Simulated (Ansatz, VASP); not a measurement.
# Y in VASP and in Ansatz

POSCAR

```
Y
1.0
    0.0000000000      2.4850000000      2.2054375000
    2.4850000000      0.0000000000      2.2054375000
    2.4850000000      2.4850000000      0.0000000000
Y
1
Direct
    0.0000000000      0.0000000000      0.0000000000
```

INCAR.step1

```
ALGO = Normal ; EDIFF = 1E-4
ENCUT = 520 ; GGA = PE
ISMEAR = 0 ; LASPH = T
LCHARG = F ; LREAL = F
LWAVE = T ; NBANDS = 12
NELM = 100 ; PREC = Accurate
SIGMA = 0.15
```

File INCAR.step2:

```
ALGO = Normal ; EDIFF = 1E-6
ENCUT = 520 ; ISIF = 2
ISMEAR = 0 ; ISTART = 1
LASPH = T ; LCHARG = F
LMIXTAU = T ; LREAL = F
LWAVE = F ; METAGGA = R2SCAN
NBANDS = 12 ; NELM = 100
PREC = Accurate ; SIGMA = 0.15
```

The input KPOINTS:

```
k-points
0
Gamma
  16 16 16
```

Input for Ansatz:

```yaml
crystal:
  lattice:
    - [0.0, 2.485, 2.2054375]
    - [2.485, 0.0, 2.2054375]
    - [2.485, 2.485, 0.0]
  atoms:
    - { symbol: "Y", position: [0.0, 0.0, 0.0] }
basis:
  ecutwfc: 500
kpoints:
  mp_grid: { grid: [16, 16, 16] }
hamiltonian:
  xc: r2scan
scf:
  occupations: { method: gaussian, width: 0.15 }
output:
  forces: true
  stress: true
  eigenvalues: true
```

Change from the starting cell: strain -0.1125 x Voigt [0, 0, 1, 0, 0, 0], atoms carried along.

Alike in both runs: task single point; functional r2SCAN; k mesh 16 × 16 × 16; occupations gaussian, width 0.15 eV; no spin polarisation.

|  | VASP | Ansatz |
| --- | --- | --- |
| version | VASP 6.6.1 | Ansatz 0.2.0 |
| potentials or method | VASP PAW PBE potentials, release 64 (Y_sv), cutoff 520 eV | scalar-relativistic, plane waves, PAW |
| valence electrons in the cell | 11 | 11 |

|  | VASP | Ansatz | Ansatz less VASP |
| --- | --- | --- | --- |
| gap on the k mesh at the Fermi level (eV) | none | none | - |
| pressure (GPa) | 10.1 | 10.1 | -0.07 |
| traceless stress, the component that is largest in VASP (GPa) | 1.36 | 1.37 | +0.013 |

VASP's potentials were made for PBE, not for r2SCAN. A gap of «none» marks a metal or a gap that the smearing closes. With one functional, cell and mesh, what is left measures potentials, basis and numerics.
